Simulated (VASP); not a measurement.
# GaGe3 (Fm-3m) in VASP: notebook

The runs below take GaGe3 through density of states, with PBEsol, BLYP.

All numbers are computed with VASP 6.6.1; they aren't measurements. Logs are shortened: lines on timing, memory, paths and dates and some standing lists are left out, and cuts for length are marked.

## Step 1: The cell of the first run

The structure is cubic, space group Fm-3m (No. 225). The conventional cell has a = 6.774 Å, b = 6.774 Å, c = 6.774 Å, α = 90.00°, β = 90.00°, γ = 90.00°. Ge (site symmetry m-3m) has 8 Ge at 2.93 Å and 6 Ga at 3.39 Å within 3.9 Å. Within 3.9 Å of Ge (site symmetry -43m) lie 10 Ge at 2.93 to 3.39 Å and 4 Ga at 2.93 Å. Within 3.9 Å of Ga (site symmetry m-3m) lie 14 Ge at 2.93 to 3.39 Å.

## Step 2: Density of states, PBEsol

Input file POSCAR:

```
GaGe3
1.0
    0.0000000000      3.3871670000      3.3871670000
    3.3871670000      0.0000000000      3.3871670000
    3.3871670000      3.3871670000      0.0000000000
Ge Ga
3 1
Direct
    0.5000000000      0.5000000000      0.5000000000
    0.7500000000      0.7500000000      0.7500000000
    0.2500000000      0.2500000000      0.2500000000
    0.0000000000      0.0000000000      0.0000000000
```

Input file INCAR.step1:

```
ALGO = Normal ; EDIFF = 1E-6
ENCUT = 520 ; GGA = PS
ISIF = 2 ; ISMEAR = -1
LASPH = T ; LCHARG = T
LREAL = F ; LWAVE = F
NBANDS = 36 ; NELM = 100
PREC = Accurate ; SIGMA = 0.05
```

Input file KPOINTS.step1:

```
k-points
0
Gamma
  4 4 4
```

Input file INCAR.step2:

```
ALGO = Normal ; EDIFF = 1E-6
ENCUT = 520 ; GGA = PS
ICHARG = 11 ; ISIF = 2
ISMEAR = -5 ; LASPH = T
LCHARG = F ; LORBIT = 10
LREAL = F ; LWAVE = F
NEDOS = 2001 ; NELM = 100
PREC = Accurate ; SIGMA = 0.05
```

Input file KPOINTS.step2:

```
k-points
0
Gamma
  6 6 6
```

Potentials or basis: VASP PAW PBE potentials, release 64 (Ge_d, Ga_d).

Started as:

```sh
cat potpaw_PBE.64/Ge_d/POTCAR potpaw_PBE.64/Ga_d/POTCAR > POTCAR
cp INCAR.step1 INCAR
cp KPOINTS.step1 KPOINTS
mpirun -np 1 vasp_std > vasp.out
cp INCAR.step2 INCAR
cp KPOINTS.step2 KPOINTS
mpirun -np 1 vasp_std > vasp.out
```

OUTCAR:

```text
EDIFF = 1E-6
   ENCUT = 520
   GGA = PS
   ICHARG = 11
   ISIF = 2
   ISMEAR = -5
   LASPH = T
   LORBIT = 10
   LREAL = F
   NELM = 100
   PREC = Accurate

 ion  position               nearest neighbor table
   1  0.500  0.500  0.500-
   2  0.750  0.750  0.750-
   3  0.250  0.250  0.250-
   4  0.000  0.000  0.000-

  LATTYP: Found a face centered cubic cell.
 ALAT       =     6.7743340000

  Lattice vectors:

 A1 = (   0.0000000000,   3.3871670000,   3.3871670000)
 A2 = (   3.3871670000,   0.0000000000,   3.3871670000)
 A3 = (   3.3871670000,   3.3871670000,   0.0000000000)

Analysis of symmetry for initial positions (statically):
=====================================================================
 Subroutine PRICEL returns:
 Original cell was already a primitive cell.

 Routine SETGRP: Setting up the symmetry group for a
 face centered cubic supercell.

 Subroutine GETGRP returns: Found 48 space group operations
 (whereof 48 operations were pure point group operations)
 out of a pool of 48 trial point group operations.

The static configuration has the point symmetry O_h .

Analysis of symmetry for dynamics (positions and initial velocities):
=====================================================================
 Subroutine PRICEL returns:
 Original cell was already a primitive cell.

 Routine SETGRP: Setting up the symmetry group for a
 face centered cubic supercell.

 Subroutine GETGRP returns: Found 48 space group operations
 (whereof 48 operations were pure point group operations)
 out of a pool of 48 trial point group operations.

The dynamic configuration has the point symmetry O_h .

 Subroutine INISYM returns: Found 48 space group operations
 (whereof 48 operations are pure point group operations),
 and found     1 'primitive' translations

----------------------------------------------------------------------------------------

                                     Primitive cell

  volume of cell :      77.7213

  direct lattice vectors                    reciprocal lattice vectors
     0.000000000  3.387167000  3.387167000    -0.147615987  0.147615987  0.147615987
     3.387167000  0.000000000  3.387167000     0.147615987 -0.147615987  0.147615987
     3.387167000  3.387167000  0.000000000     0.147615987  0.147615987 -0.147615987

  length of vectors
     4.790177509  4.790177509  4.790177509     0.255678390  0.255678390  0.255678390
[... 84 lines left out ...]
   ISIF   =      2    stress and relaxation
   ISYM   =      2    0-nonsym 1-usesym 2-fastsym
   POTIM  = 0.5000    time-step for ionic-motion
   TEBEG  =    0.0;   TEEND  =   0.0 temperature during run
   PSTRESS=    0.0 pullay stress
   NELECT =      55.0000    total number of electrons
   NUPDOWN=      -1.0000    fix difference up-down
   EMIN   =  10.00;   EMAX   =-10.00  energy-range for DOS
   EFERMI =   0.00;   METHOD = LEGACY
   ISMEAR =    -5;   SIGMA  =   0.05  broadening in eV -4-tet -1-fermi 0-gaus
   EFERMI_NEDOS =   21; number of points for ismear=-14 and -15
   IALGO  =     38    algorithm
   IMIX   =      4    mixing-type and parameters
     AMIX     =   0.40;   BMIX     =  1.00
     AMIX_MAG =   1.60;   BMIX_MAG =  1.00
  volume/ion in A,a.u.               =      19.43       131.12
  Fermi-wavevector in a.u.,A,eV,Ry     =   1.458867  2.756859 28.957195  2.128294
  Thomas-Fermi vector in A             =   2.575501
   LORBIT       =     10    0 simple, 1 ext, 2 COOP (PROOUT), +10 PAW based schemes
   GGA     = PS    functional components
   LHFCALC =     F    Hartree Fock is set to
   AEXX    =    0.0000 exact exchange contribution
   IVDW    =     0    specifies the selected vdW correction
   LEPSILON=     F    determine dielectric tensor
   LRPA    =     F    only Hartree local field effects (RPA)
 non-spin polarized calculation
 Fermi weights with tetrahedron method with Bloechl corrections
  energy-cutoff  :      520.00
  volume of cell :       77.72
 maximum number of plane-waves:      2121

 number of electron      55.0000038 magnetization

 Free energy of the ion-electron system (eV)
  ---------------------------------------------------
  ext. energy  EPLUGINS =         0.00000000
  ---------------------------------------------------
  free energy    TOTEN  =       -17.18478908 eV

  energy without entropy =      -17.18478908  energy(sigma->0) =      -17.18478908

 E-fermi :   5.9945     XC(G=0): -11.2181

 val. band max:        5.8289315373   @ k =   0.1667   0.1667   0.0000
 cond. band min:       6.0552672246   @ k =  -0.3333   0.3333   0.0000
 fundamental gap:      0.2263356873
 Fermi energy:         5.9945211849

 k-point     1 :       0.0000    0.0000    0.0000
  band No.  band energies     occupation
      1     -18.5990      2.00000
      2     -18.5990      2.00000
      3     -18.5990      2.00000
      4     -18.5925      2.00000
      5     -18.5925      2.00000
      6     -18.5252      2.00000
[... 565 lines left out ...]
     32      10.3761      0.00000
     33      11.4095      0.00000

------------------------ aborting loop because EDIFF is reached ----------------------------------------

  FORCE on cell =-STRESS in cart. coord.  units (eV):
  Direction    XX          YY          ZZ          XY          YZ          ZX
  --------------------------------------------------------------------------------------
  -------------------------------------------------------------------------------------
  Total       -1.9542363     -1.9542363     -1.9542363      0.0000000     -0.0000000      0.0000000
  in kB      -40.2854146    -40.2854146    -40.2854146      0.0000000     -0.0000000      0.0000000
  external PRESSURE =     -40.2854146 kB  Pullay stress =       0.0000000 kB

 VOLUME and BASIS-vectors are now :
 -----------------------------------------------------------------------------
  energy-cutoff  :      520.00
  volume of cell :       77.72
      direct lattice vectors                 reciprocal lattice vectors
     0.000000000  3.387167000  3.387167000    -0.147615987  0.147615987  0.147615987
     3.387167000  0.000000000  3.387167000     0.147615987 -0.147615987  0.147615987
     3.387167000  3.387167000  0.000000000     0.147615987  0.147615987 -0.147615987

 POSITION                                       TOTAL-FORCE (eV/Angst)
 -----------------------------------------------------------------------------------
      3.38717      3.38717      3.38717        -0.000000      0.000000      0.000000
      5.08075      5.08075      5.08075         0.000000      0.000000     -0.000000
      1.69358      1.69358      1.69358        -0.000000     -0.000000      0.000000
      0.00000      0.00000      0.00000        -0.000000      0.000000      0.000000
 -----------------------------------------------------------------------------------
    total drift:                                0.000000      0.000000      0.000000

  FREE ENERGIE OF THE ION-ELECTRON SYSTEM (eV)
  ---------------------------------------------------
  free  energy   TOTEN  =       -17.1847890830 eV

  energy  without entropy=      -17.1847890830  energy(sigma->0) =      -17.18478908

 total charge

# of ion       s       p       d       tot
------------------------------------------
    1        1.278   0.894  10.015  12.186
    2        1.273   0.872  10.011  12.156
    3        1.273   0.872  10.011  12.156
    4        1.043   0.504   9.961  11.507
--------------------------------------------------
tot          4.867   3.141  39.997  48.005
```

Wall time 38 s (1 thread of Intel Xeon Platinum 8488C (Sapphire Rapids), shared host); peak memory 0.2 GiB.

What came out:

| Item | Value |
| --- | --- |
| Valence electrons inside the program's atomic spheres | Ge 12.19, 12.16; Ga 11.51 |

Caveat: the k points lie up to 0.40 Å⁻¹ apart; the PAW data sets were made with another functional, which shifts forces and pressure a little; tetrahedron occupations give inexact forces and stress in metals.

## Step 3: Density of states, BLYP

POSCAR is that of step 2.

Input file INCAR.step1:

```
SYSTEM = GaGe3
PREC     = Accurate       ! precision mode
ENCUT    = 520            ! plane-wave cutoff, eV
EDIFF    = 1E-6           ! SCF threshold, eV
ISMEAR   = -1             ! smearing method
SIGMA    = 0.05           ! smearing width, eV
LREAL    = .FALSE.        ! projectors in reciprocal space
LASPH    = .TRUE.         ! aspherical terms in the spheres
NELM     = 60             ! most SCF steps
ALGO     = Normal         ! electronic algorithm
ISIF     = 2              ! what is computed and relaxed
LWAVE    = .FALSE.        ! write WAVECAR
LCHARG   = .TRUE.         ! write CHGCAR
GGA      = B5             ! functional
ALDAX    = 1.0          
AGGAX    = 1.0          
AGGAC    = 1.0          
ALDAC    = 0.0          
NBANDS   = 36             ! bands
```

Input file KPOINTS.step1:

```
regular mesh
0
G
  4 4 4
  0 0 0
```

Input file INCAR.step2:

```
SYSTEM = GaGe3
PREC     = Accurate       ! precision mode
ENCUT    = 520            ! plane-wave cutoff, eV
EDIFF    = 1E-6           ! SCF threshold, eV
ISMEAR   = -5             ! smearing method
SIGMA    = 0.05           ! smearing width, eV
LREAL    = .FALSE.        ! projectors in reciprocal space
LASPH    = .TRUE.         ! aspherical terms in the spheres
NELM     = 60             ! most SCF steps
ALGO     = Normal         ! electronic algorithm
ISIF     = 2              ! what is computed and relaxed
LWAVE    = .FALSE.        ! write WAVECAR
LCHARG   = .FALSE.        ! write CHGCAR
GGA      = B5             ! functional
ALDAX    = 1.0          
AGGAX    = 1.0          
AGGAC    = 1.0          
ALDAC    = 0.0          
LORBIT   = 11             ! projections on sites
NBANDS   = 36             ! bands
NEDOS    = 1001           ! points of the DOS
ICHARG   = 11             ! starting density
```

Input file KPOINTS.step2:

```
regular mesh
0
G
  6 6 6
  0 0 0
```

Potentials or basis: VASP PAW PBE potentials, release 64 (Ge_d, Ga_d).

Started as:

```sh
cat potpaw_PBE.64/Ge_d/POTCAR potpaw_PBE.64/Ga_d/POTCAR > POTCAR
cp INCAR.step1 INCAR
cp KPOINTS.step1 KPOINTS
mpirun -np 1 vasp_std > vasp.out
cp INCAR.step2 INCAR
cp KPOINTS.step2 KPOINTS
mpirun -np 1 vasp_std > vasp.out
```

Wall time 60 s (1 thread of Intel Xeon Platinum 8488C (Sapphire Rapids), shared host); peak memory 0.2 GiB.

It converged, with:

```yaml
Valence_electrons_inside_the_program's_atomic_spheres: Ge 12.22, 12.20; Ga 11.54
```

Levels at points of the mesh, in eV from the Fermi level:
| k point | band 26 | band 27 | band 28 | band 29 | band 30 | band 31 |
| --- | --- | --- | --- | --- | --- | --- |
| (0.00, 0.00, 0.00) | -1.42 | -1.42 | -1.16 | -1.16 | -1.16 | 0.29 |
| (0.50, 0.00, 0.00) | -2.44 | -1.88 | -1.88 | 1.65 | 1.69 | 4.04 |
| (0.50, 0.50, 0.00) | -4.63 | 2.80 | 2.94 | 2.94 | 3.24 | 3.65 |

Caveat: the k points lie up to 0.40 Å⁻¹ apart; the PAW data sets were made with another functional, which shifts forces and pressure a little; tetrahedron occupations give inexact forces and stress in metals.
